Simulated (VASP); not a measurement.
# CaO (I4/mmm) in VASP: a series of runs

Runs on CaO. Level: r2SCAN. Tasks: single point.

All numbers are computed with VASP 6.6.1; they aren't measurements. Logs are shortened: lines on timing, memory, paths and dates and some standing lists are left out, and cuts for length are marked.

## Step 1: The cell of the first run

Symmetry: I4/mmm, No. 139, tetragonal system. Conventional cell: a = 3.357 Å, b = 3.357 Å, c = 4.821 Å, α = 90.00°, β = 90.00°, γ = 90.00°. Ca (site symmetry 4/mmm) has 6 O at 2.37 to 2.41 Å within 3.1 Å. Within 3.1 Å of O (site symmetry 4/mmm) lie 6 Ca at 2.37 to 2.41 Å.

## Step 2: Single point, r2SCAN (in-plane strain -0.01, then relaxed in part)

File POSCAR:

```
CaO
1.0
    2.3734669907      2.3734669907      0.0000000000
   -2.3734669907      2.3734669907      0.0000000000
    0.0000000000      2.3734669907      2.4103886200
Ca O
1 1
Direct
    0.0000000000      0.0000000000      0.0000000000
    0.5000000000      0.5000000000      0.0000000000
```

File INCAR.step1:

```
ALGO = Normal
EDIFF = 1E-5
ENCUT = 910
GGA = PE
GGA_COMPAT = F
ISMEAR = 0
LASPH = T
LCHARG = F
LREAL = F
LWAVE = T
NBANDS = 15
NELM = 120
PREC = Accurate
SIGMA = 0.01
```

File INCAR.step2:

```
ALGO = Normal
EDIFF = 1E-6
ENCUT = 910
GGA_COMPAT = F
ISIF = 2
ISMEAR = 0
ISTART = 1
LASPH = T
LCHARG = F
LMIXTAU = T
LREAL = F
LWAVE = F
METAGGA = R2SCAN
NBANDS = 15
NELM = 120
PREC = Accurate
SIGMA = 0.01
```

File KPOINTS:

```
k-points
0
Gamma
  8 8 8
```

Potentials or basis: VASP PAW PBE potentials, release 64 (Ca_sv, O_h).

Launch:

```
cat potpaw_PBE.64/Ca_sv/POTCAR potpaw_PBE.64/O_h/POTCAR > POTCAR
cp INCAR.step1 INCAR
mpirun -np 1 vasp_std > vasp.out
cp INCAR.step2 INCAR
mpirun -np 1 vasp_std > vasp.out
```

OUTCAR:

```text
EDIFF = 1E-6
   ENCUT = 910
   ISIF = 2
   ISMEAR = 0
   ISTART = 1
   LASPH = T
   LREAL = F
   METAGGA = R2SCAN
   NELM = 120
   PREC = Accurate

 ion  position               nearest neighbor table
   1  0.000  0.000  0.000-
   2  0.500  0.500  0.000-

  LATTYP: Found a body centered tetragonal cell.
 ALAT       =     3.3565892081
 C/A-ratio  =     1.4362130547

  Lattice vectors:

 A1 = (   2.3734669907,   0.0000000000,  -2.4103886200)
 A2 = (  -2.3734669907,   0.0000000000,  -2.4103886200)
 A3 = (   0.0000000000,   2.3734669907,   2.4103886200)

Analysis of symmetry for initial positions (statically):
=====================================================================
 Subroutine PRICEL returns:
 Original cell was already a primitive cell.

 Routine SETGRP: Setting up the symmetry group for a
 body centered tetragonal supercell.

 Subroutine GETGRP returns: Found 16 space group operations
 (whereof 16 operations were pure point group operations)
 out of a pool of 16 trial point group operations.

The static configuration has the point symmetry D_4h.

Analysis of symmetry for dynamics (positions and initial velocities):
=====================================================================
 Subroutine PRICEL returns:
 Original cell was already a primitive cell.

 Routine SETGRP: Setting up the symmetry group for a
 body centered tetragonal supercell.

 Subroutine GETGRP returns: Found 16 space group operations
 (whereof 16 operations were pure point group operations)
 out of a pool of 16 trial point group operations.

The dynamic configuration has the point symmetry D_4h.

 Subroutine INISYM returns: Found 16 space group operations
 (whereof 16 operations are pure point group operations),
 and found     1 'primitive' translations

----------------------------------------------------------------------------------------

                                     Primitive cell

  volume of cell :      27.1571

  direct lattice vectors                    reciprocal lattice vectors
     2.373466991  2.373466991  0.000000000     0.210662294  0.210662294 -0.207435430
    -2.373466991  2.373466991  0.000000000    -0.210662294  0.210662294 -0.207435430
     0.000000000  2.373466991  2.410388620     0.000000000  0.000000000  0.414870860

  length of vectors
     3.356589208  3.356589208  3.382797490     0.363024326  0.363024326  0.414870860

  position of ions in fractional coordinates (direct lattice)
     0.000000000  0.000000000  0.000000000
     0.500000000  0.500000000  0.000000000

  ion indices of the primitive-cell ions
   primitive index   ion index
                 1           1
                 2           2

----------------------------------------------------------------------------------------

 KPOINTS: k-points

Automatic generation of k-mesh.
 Grid dimensions read from file:
 generate k-points for:    8    8    8

 Generating k-lattice:

  Cartesian coordinates                     Fractional coordinates (reciprocal lattice)
     0.026332787  0.026332787 -0.025929429     0.125000000  0.000000000  0.000000000
    -0.026332787  0.026332787 -0.025929429     0.000000000  0.125000000  0.000000000
     0.000000000  0.000000000  0.051858858     0.000000000  0.000000000  0.125000000

  Length of vectors
     0.045378041  0.045378041  0.051858858

  Shift w.r.t. Gamma in fractional coordinates (k-lattice)
     0.000000000  0.000000000  0.000000000

 Subroutine IBZKPT returns following result:
 ===========================================

 Found     59 irreducible k-points:

 Following reciprocal coordinates:
            Coordinates               Weight
  0.000000  0.000000  0.000000      1.000000
  0.125000  0.000000  0.000000      8.000000
  0.250000  0.000000  0.000000      8.000000
  0.375000  0.000000 -0.000000      8.000000
  0.500000  0.000000  0.000000      4.000000
  0.125000  0.125000  0.000000      8.000000
[... 16 lines left out ...]
  0.250000  0.000000  0.125000      4.000000
  0.375000  0.000000  0.125000      8.000000
 [... further k-points ...]
   k-points           NKPTS =     59   k-points in BZ     NKDIM =     59   number of bands    NBANDS=     15
   number of dos      NEDOS =    301   number of ions     NIONS =      2
   total plane-waves  NPLWV =  46656
   dimension x,y,z NGX =    36 NGY =   36 NGZ =   36
   dimension x,y,z NGXF=    72 NGYF=   72 NGZF=   72
   ions per type =               1   1
   NGX,Y,Z   is equivalent  to a cutoff of  17.83, 17.83, 17.69 a.u.
   NGXF,Y,Z  is equivalent  to a cutoff of  35.66, 35.66, 35.38 a.u.
 SYSTEM =  unknown system
   PREC   = accura    normal or accurate (medium, high low for compatibility)
   ISTART =      1    job   : 0-new  1-cont  2-samecut
   ICHARG =      0    charge: 1-file 2-atom 10-const
   ISPIN  =      1    spin polarized calculation?
   LNONCOLLINEAR =      F non collinear calculations
   LSORBIT =      F    spin-orbit coupling
   LASPH  =      T    aspherical Exc in radial PAW
   ENCUT  =  910.0 eV  66.88 Ry    8.18 a.u.   8.26  8.26  8.32*2*pi/ulx,y,z
   NELM   =    120;   NELMIN=  2; NELMDL=  0     # of ELM steps
   EDIFF  = 0.1E-05   stopping-criterion for ELM
   LREAL  =      F    real-space projection
   EDIFFG = 0.1E-04   stopping-criterion for IOM
   NSW    =      0    number of steps for IOM
   IBRION =     -1    ionic relax: 0-MD 1-quasi-New 2-CG
   NFREE  =      0    steps in history (QN), initial steepest desc. (CG)
   ISIF   =      2    stress and relaxation
   ISYM   =      2    0-nonsym 1-usesym 2-fastsym
   POTIM  = 0.5000    time-step for ionic-motion
   TEBEG  =    0.0;   TEEND  =   0.0 temperature during run
   PSTRESS=    0.0 pullay stress
   NELECT =      16.0000    total number of electrons
   NUPDOWN=      -1.0000    fix difference up-down
   EMIN   =  10.00;   EMAX   =-10.00  energy-range for DOS
   EFERMI =   0.00;   METHOD = LEGACY
   ISMEAR =     0;   SIGMA  =   0.01  broadening in eV -4-tet -1-fermi 0-gaus
   EFERMI_NEDOS =   21; number of points for ismear=-14 and -15
   IALGO  =     38    algorithm
   IMIX   =      4    mixing-type and parameters
     AMIX     =   0.40;   BMIX     =  1.00
     AMIX_MAG =   1.60;   BMIX_MAG =  1.00
  volume/ion in A,a.u.               =      13.58        91.63
  Fermi-wavevector in a.u.,A,eV,Ry     =   1.372420  2.593498 25.627068  1.883536
  Thomas-Fermi vector in A             =   2.498029
   LORBIT       =      0    0 simple, 1 ext, 2 COOP (PROOUT), +10 PAW based schemes
   METAGGA = R2SCAN    functional components
   LHFCALC =     F    Hartree Fock is set to
   AEXX    =    0.0000 exact exchange contribution
   IVDW    =     0    specifies the selected vdW correction
   LEPSILON=     F    determine dielectric tensor
   LRPA    =     F    only Hartree local field effects (RPA)
 non-spin polarized calculation
 Gauss-broadening in eV      SIGMA  =   0.01
  energy-cutoff  :      910.00
  volume of cell :       27.16
 maximum number of plane-waves:      1711
 NGX is ok and might be reduce to    36
   NGX = 17   NGY = 17   NGZ = 17

 number of electron      16.0000001 magnetization

 Free energy of the ion-electron system (eV)
  ---------------------------------------------------
  ext. energy  EPLUGINS =         0.00000000
  ---------------------------------------------------
  free energy    TOTEN  =       -19.45558393 eV

  energy without entropy =      -19.45558393  energy(sigma->0) =      -19.45558393

 E-fermi :   2.5276     XC(G=0): -11.1931

 val. band max:        2.4338497876   @ k =   0.0000   0.0000   0.0000
 cond. band min:       6.5900368369   @ k =   0.5000   0.5000   0.0000
 fundamental gap:      4.1561870493
 Fermi energy:         2.5275936054

 k-point     1 :       0.0000    0.0000    0.0000
  band No.  band energies     occupation
      1     -36.5411      2.00000
      2     -16.4249      2.00000
      3     -16.4132      2.00000
      4     -16.4132      2.00000
      5     -14.0983      2.00000
      6       2.3933      2.00000
      7       2.4338      2.00000
      8       2.4338      2.00000
      9       8.0249      0.00000
     10       9.2622      0.00000
     11       9.3688      0.00000
     12       9.3688      0.00000
     13      10.9061      0.00000
     14      11.0409      0.00000
     15      18.3435      0.00000

 k-point     2 :       0.1250    0.0000    0.0000
  band No.  band energies     occupation
      1     -36.5249      2.00000
      2     -16.6877      2.00000
      3     -16.4305      2.00000
      4     -16.4197      2.00000
      5     -13.8191      2.00000
      6       1.8986      2.00000
      7       2.1941      2.00000
      8       2.2155      2.00000
      9       8.7075      0.00000
     10       9.2862      0.00000
     11       9.5864      0.00000
     12       9.6411      0.00000
     13      11.2897      0.00000
     14      11.4318      0.00000
     15      18.9685      0.00000

 k-point     3 :       0.2500    0.0000    0.0000
  band No.  band energies     occupation
      1     -36.4853      2.00000
      2     -17.1909      2.00000
      3     -16.4527      2.00000
      4     -16.4354      2.00000
      5     -13.2941      2.00000
      6       0.8939      2.00000
      7       1.7335      2.00000
      8       1.7453      2.00000
      9       9.3723      0.00000
     10      10.1916      0.00000
     11      10.3301      0.00000
     12      10.3580      0.00000
     13      12.2164      0.00000
     14      12.3737      0.00000
     15      19.4133      0.00000

 k-point     4 :       0.3750    0.0000   -0.0000
  band No.  band energies     occupation
      1     -36.4454      2.00000
      2     -17.5889      2.00000
      3     -16.4747      2.00000
      4     -16.4509      2.00000
      5     -12.8714      2.00000
      6       0.0721      2.00000
      7       1.3317      2.00000
      8       1.3339      2.00000
      9       9.8528      0.00000
     10      11.1927      0.00000
     11      11.1953      0.00000
     12      11.4372      0.00000
     13      13.2228      0.00000
     14      13.3922      0.00000
     15      18.4521      0.00000
[... 307 lines left out ...]
 k-point    22 :       0.0000    0.0000    0.1250
  band No.  band energies     occupation
      1     -36.5203      2.00000
      2     -16.6851      2.00000
      3     -16.4473      2.00000
      4     -16.4473      2.00000
      5     -13.8040      2.00000
      6       1.5817      2.00000
      7       2.3239      2.00000
      8       2.3239      2.00000
      9       8.7316      0.00000
     10       8.8375      0.00000
     11       9.9470      0.00000
     12       9.9470      0.00000
     13      11.1920      0.00000
     14      11.6776      0.00000
     15      19.2108      0.00000

 k-point    23 :       0.2500    0.0000    0.1250
  band No.  band energies     occupation
      1     -36.5004      2.00000
      2     -16.9783      2.00000
      3     -16.4981      2.00000
      4     -16.4115      2.00000
      5     -13.4885      2.00000
      6       1.2433      2.00000
      7       1.8244      2.00000
      8       2.1126      2.00000
      9       9.1248      0.00000
     10       9.3893      0.00000
     11       9.8520      0.00000
     12      10.3995      0.00000
     13      11.7358      0.00000
     14      12.2580      0.00000
     15      19.5652      0.00000

 k-point    24 :       0.3750    0.0000    0.1250
  band No.  band energies     occupation
      1     -36.4609      2.00000
      2     -17.3515      2.00000
      3     -16.5562      2.00000
      4     -16.4274      2.00000
      5     -13.0957      2.00000
      6       0.5040      2.00000
      7       1.4226      2.00000
      8       1.7245      2.00000
      9       9.3137      0.00000
     10      10.4518      0.00000
     11      10.5135      0.00000
     12      11.2686      0.00000
     13      12.8164      0.00000
     14      13.2180      0.00000
     15      19.2412      0.00000

 [... further k-points ...]

------------------------ aborting loop because EDIFF is reached ----------------------------------------

  FORCE on cell =-STRESS in cart. coord.  units (eV):
  Direction    XX          YY          ZZ          XY          YZ          ZX
  --------------------------------------------------------------------------------------
  -------------------------------------------------------------------------------------
  Total        0.6472182      0.6472182      0.1391542      0.0000000      0.0000000     -0.0000000
  in kB       38.1836863     38.1836863      8.2096274      0.0000000      0.0000000     -0.0000000
  external PRESSURE =      28.1923333 kB  Pullay stress =       0.0000000 kB

 VOLUME and BASIS-vectors are now :
 -----------------------------------------------------------------------------
  energy-cutoff  :      910.00
  volume of cell :       27.16
      direct lattice vectors                 reciprocal lattice vectors
     2.373466991  2.373466991  0.000000000     0.210662294  0.210662294 -0.207435430
    -2.373466991  2.373466991  0.000000000    -0.210662294  0.210662294 -0.207435430
     0.000000000  2.373466991  2.410388620     0.000000000  0.000000000  0.414870860

 POSITION                                       TOTAL-FORCE (eV/Angst)
 -----------------------------------------------------------------------------------
      0.00000      0.00000      0.00000         0.000000     -0.000000      0.000000
      0.00000      2.37347      0.00000         0.000000      0.000000      0.000000
 -----------------------------------------------------------------------------------
    total drift:                               -0.000000      0.000000     -0.000000

  FREE ENERGIE OF THE ION-ELECTRON SYSTEM (eV)
  ---------------------------------------------------
  free  energy   TOTEN  =       -19.4555839304 eV

  energy  without entropy=      -19.4555839304  energy(sigma->0) =      -19.45558393
```

It took 2.2 min on 1 thread of Intel Xeon 6975P-C (Granite Rapids), shared host; peak memory 0.25 GiB.

Results:

```
Free energy            : -19.4556 eV
Pressure               : 2.8 GPa
Band gap on the k mesh : 4.16 eV (least direct gap 4.53 eV)
```

Caveat: the cell differs from its parent crystal (in-plane strain -0.01, then relaxed in part); the cutoff is under 1.25 times the usual one of these potentials, so pressure, stress and relaxed cells hold a basis-set (Pulay) error; the PAW data sets were made with another functional, which shifts forces and pressure a little. A k mesh can miss the band edges.

## Step 3: Single point, r2SCAN (in-plane strain +0.01, then relaxed in part)

File POSCAR:

```
CaO
1.0
    2.4214158188      2.4214158188      0.0000000000
   -2.4214158188      2.4214158188      0.0000000000
    0.0000000000      2.4214158188      2.3848725611
Ca O
1 1
Direct
    0.0000000000      0.0000000000      0.0000000000
    0.5000000000      0.5000000000      0.0000000000
```

File INCAR.step1:

```
SYSTEM = CaO
ALGO = Normal
EDIFF = 1E-5
ENCUT = 910
GGA = PE
GGA_COMPAT = .FALSE.
ISMEAR = 0
LASPH = .TRUE.
LCHARG = .FALSE.
LREAL = .FALSE.
LWAVE = .TRUE.
NBANDS = 15
NELM = 120
PREC = Accurate
SIGMA = 0.01
```

File INCAR.step2:

```
SYSTEM = CaO
ALGO = Normal
EDIFF = 1E-6
ENCUT = 910
GGA_COMPAT = .FALSE.
ISIF = 2
ISMEAR = 0
ISTART = 1
LASPH = .TRUE.
LCHARG = .FALSE.
LMIXTAU = .TRUE.
LREAL = .FALSE.
LWAVE = .FALSE.
METAGGA = R2SCAN
NBANDS = 15
NELM = 120
PREC = Accurate
SIGMA = 0.01
```

File KPOINTS:

```
k-points
0
G
  8 8 8
  0 0 0
```

Potentials or basis: VASP PAW PBE potentials, release 64 (Ca_sv, O_h).

Launch:

```
cat potpaw_PBE.64/Ca_sv/POTCAR potpaw_PBE.64/O_h/POTCAR > POTCAR
cp INCAR.step1 INCAR
mpirun -np 1 vasp_std > vasp.out
cp INCAR.step2 INCAR
mpirun -np 1 vasp_std > vasp.out
```

OUTCAR:

```text
SYSTEM = CaO
   EDIFF = 1E-6
   ENCUT = 910
   ISIF = 2
   ISMEAR = 0
   ISTART = 1
   LASPH = .TRUE.
   LREAL = .FALSE.
   METAGGA = R2SCAN
   NELM = 120
   PREC = Accurate

 ion  position               nearest neighbor table
   1  0.000  0.000  0.000-
   2  0.500  0.500  0.000-

  LATTYP: Found a body centered tetragonal cell.
 ALAT       =     3.4243990911
 C/A-ratio  =     1.3928706892

  Lattice vectors:

[... 617 lines left out ...]

 [... further k-points ...]

------------------------ aborting loop because EDIFF is reached ----------------------------------------

  FORCE on cell =-STRESS in cart. coord.  units (eV):
  Direction    XX          YY          ZZ          XY          YZ          ZX
  --------------------------------------------------------------------------------------
  -------------------------------------------------------------------------------------
  Total       -0.2851225     -0.2851225      0.1780965      0.0000000      0.0000000      0.0000000
  in kB      -16.3345858    -16.3345858     10.2030954      0.0000000      0.0000000      0.0000000
  external PRESSURE =      -7.4886921 kB  Pullay stress =       0.0000000 kB

 VOLUME and BASIS-vectors are now :
 -----------------------------------------------------------------------------
  energy-cutoff  :      910.00
  volume of cell :       27.97
      direct lattice vectors                 reciprocal lattice vectors
     2.421415819  2.421415819  0.000000000     0.206490763  0.206490763 -0.209654808
    -2.421415819  2.421415819  0.000000000    -0.206490763  0.206490763 -0.209654808
     0.000000000  2.421415819  2.384872561     0.000000000  0.000000000  0.419309617

 POSITION                                       TOTAL-FORCE (eV/Angst)
 -----------------------------------------------------------------------------------
      0.00000      0.00000      0.00000        -0.000000     -0.000000      0.000000
      0.00000      2.42142      0.00000         0.000000      0.000000      0.000000
 -----------------------------------------------------------------------------------
    total drift:                               -0.000000      0.000000     -0.000000

  FREE ENERGIE OF THE ION-ELECTRON SYSTEM (eV)
  ---------------------------------------------------
  free  energy   TOTEN  =       -19.4619040656 eV

  energy  without entropy=      -19.4619040656  energy(sigma->0) =      -19.46190407
```

OUTCAR.step1:

```text
SYSTEM = CaO
   EDIFF = 1E-5
   ENCUT = 910
   GGA = PE
   ISMEAR = 0
   LASPH = .TRUE.
   LREAL = .FALSE.
[... 654 lines left out ...]
      0.00000      0.00000      0.00000         0.000000      0.000000      0.000000
      0.00000      2.42142      0.00000        -0.000000     -0.000000      0.000000
 -----------------------------------------------------------------------------------
    total drift:                               -0.000000      0.000000     -0.000000

  FREE ENERGIE OF THE ION-ELECTRON SYSTEM (eV)
  ---------------------------------------------------
  free  energy   TOTEN  =       -12.8079804525 eV

  energy  without entropy=      -12.8079804525  energy(sigma->0) =      -12.80798045
```

Wall time 3.3 min (1 thread of Intel Xeon Platinum 8488C (Sapphire Rapids), shared host); peak memory 0.26 GiB.

What came out:

| Quantity | Value |
| --- | --- |
| Free energy | -19.4619 eV |
| Pressure | -0.7 GPa |
| Band gap on the k mesh | 4.13 eV (least direct gap 4.56 eV) |

Stress tensor (GPa, compression positive):
```
-1.63  0.00  0.00
 0.00 -1.63  0.00
 0.00  0.00  1.02
```

Levels at points of the mesh, in eV from the valence-band top:
```
           k point  band 4  band 5  band 6  band 7  band 8  band 9  band 10  band 11  band 12  band 13
(0.00, 0.00, 0.00)  -19.00  -16.49   -0.04   -0.04    0.00    5.33     6.78     6.78     6.88     8.33
(0.50, 0.00, 0.00)  -19.05  -15.24   -2.61   -1.21   -1.21    7.64     8.98     8.99     9.13    11.03
(0.50, 0.50, 0.00)  -19.22  -16.27   -1.35   -0.40   -0.37    4.19     8.67     9.58    10.10    10.21
(0.00, 0.00, 0.50)  -19.24  -16.27   -1.26   -0.43   -0.43    4.13     8.70     9.57    10.17    10.17
```

Caveat: the cell differs from its parent crystal (in-plane strain +0.01, then relaxed in part); the cutoff is under 1.25 times the usual one of these potentials, so pressure, stress and relaxed cells hold a basis-set (Pulay) error; the PAW data sets were made with another functional, which shifts forces and pressure a little. A k mesh can miss the band edges.
